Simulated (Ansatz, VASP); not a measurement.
**Au: VASP beside Ansatz**

```
Au
1.0
     2.87385    0.00000    0.00000
    -1.43693    2.48883    0.00000
     0.00000    0.00000   28.37459
Au
3
Direct
  0.00000 0.00000 0.24670
  0.66667 0.33333 0.32875
  0.33333 0.66667 0.41065
```

Alike in both runs: task single point; functional LDA; k mesh 15 × 15 × 1; occupations methfessel-paxton of order 1, width 0.1 eV; no spin polarisation.

|  | VASP | Ansatz |
| --- | --- | --- |
| version | VASP 6.6.1 | Ansatz 0.2.0 |
| potentials or method | VASP PAW LDA potentials, release 64 (Au), cutoff 400 eV | scalar-relativistic, plane waves, PAW |
| valence electrons in the cell | 33 | 57 |

Ansatz gave:

| Quantity | Value |
| --- | --- |
| gap on the k mesh at the Fermi level (eV) | none |
| rms of the force components (eV/Å) | 0.017 |

Task: What did VASP give for the same quantities?

Result: gap on the k mesh at the Fermi level (eV): none; rms of the force components (eV/Å): 0.009.

Ansatz warns that its potentials were made for another functional, while VASP's fit it. LDA's correlation is that of Perdew and Zunger in VASP and of Perdew and Wang (1992) in Ansatz. Atom by atom the forces differ by 0.011 eV/Å (rms over components). A gap of «none» marks a metal or a gap that the smearing closes. VASP's potentials hold 33 valence electrons a cell and Ansatz's 57, so a difference there can come from the potentials and not from the codes. Ansatz's warnings: xc potential rough in thin density.

Spin-orbit coupling is off throughout.
